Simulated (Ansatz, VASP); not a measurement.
**Two plane-wave programs on Si2Bi2S**

```xyz
5
Lattice="-2.2291 2.2291 5.6375 2.2291 -2.2291 5.6375 2.2291 2.2291 -5.6375" Properties=species:S:1:pos:R:3 pbc="T T T"
Si    0.0000    0.0000    7.0794
Si    0.0000    0.0000    4.1955
Bi    0.0000    2.2291    2.8187
Bi    2.2291    0.0000    2.8187
S     0.0000    0.0000    0.0000
```

Change from the starting cell: species swapped into the LaGe2Rh2 type (I4/mmm, No. 139).

Alike in both runs: task single point; functional PBE; k mesh 6 × 6 × 6; occupations gaussian, width 0.1 eV; no spin polarisation.

```csv
,VASP,Ansatz
version,VASP 6.6.1,Ansatz 0.2.0
potentials or method,"VASP PAW PBE potentials, release 64 (Si, Bi_d, S), cutoff 520 eV","scalar-relativistic, plane waves, PAW"
valence electrons in the cell,44,44
```

|  | VASP | Ansatz | Ansatz less VASP |
| --- | --- | --- | --- |
| gap on the k mesh at the Fermi level (eV) | none | none | - |
| pressure (GPa) | 16.3 | 16.4 | +0.11 |
| traceless stress, the component that is largest in VASP (GPa) | -14.92 | -14.96 | -0.043 |
| rms of the force components (eV/Å) | 1.392 | 1.397 | +0.0047 |

Atom by atom the forces differ by 0.005 eV/Å (rms over components). A gap of «none» marks a metal or a gap that the smearing closes.

Spin-orbit coupling is off throughout.
